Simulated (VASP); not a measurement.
Write the native input for VASP 6.6.1 that does the following.

```
Task                   : single point
Functional             : revPBE
Potentials or basis    : VASP PAW PBE potentials, release 64 (B)
Cutoff                 : 520 eV
k mesh                 : 14 × 14 × 12
Occupations            : fermi-dirac, width 0.1 eV
Spin                   : no spin polarisation
Dipole correction      : no
Further INCAR settings : ALGO = Normal; EDIFF = 1e-07; NBANDS = 12
```

The structure of B lies in POSCAR:

```
B
1.0
    2.8751497301      0.0000000000      0.0000000000
   -1.4375748651      2.4899527060      0.0000000000
    0.0000000000      0.0000000000      2.8393400128
B
3
Direct
    0.0000000000      1.0000000000      0.0000000000
    0.3333333333      0.6666666667      0.5000000000
    0.6666666667      0.3333333333      0.5000000000
```

These files were run (other wordings do the same):

INCAR

```
PREC = Accurate
ENCUT = 520
EDIFF = 1E-7
ISMEAR = -1
SIGMA = 0.1
LREAL = F
LASPH = T
NELM = 80
ALGO = Normal
ISIF = 2
LWAVE = F
LCHARG = T
GGA = RE
LELF = T
LVHAR = T
NBANDS = 12
```

KPOINTS

```
regular mesh
0
Gamma
  14 14 12
```

Potentials or basis: VASP PAW PBE potentials, release 64 (B).

Launch:

```sh
$ cat potpaw_PBE.64/B/POTCAR > POTCAR
$ mpirun -np 1 vasp_std > vasp.out
```

Results of the run:

| Quantity | Value |
| --- | --- |
| Pressure | -0.1 GPa |

Caveat: the PAW data sets were made with another functional, which shifts forces and pressure a little.

Wall time 16 s on 1 thread of Intel(R) Xeon(R) Platinum 8488C (Sapphire Rapids), on a shared host, peak memory 0.15 GiB.
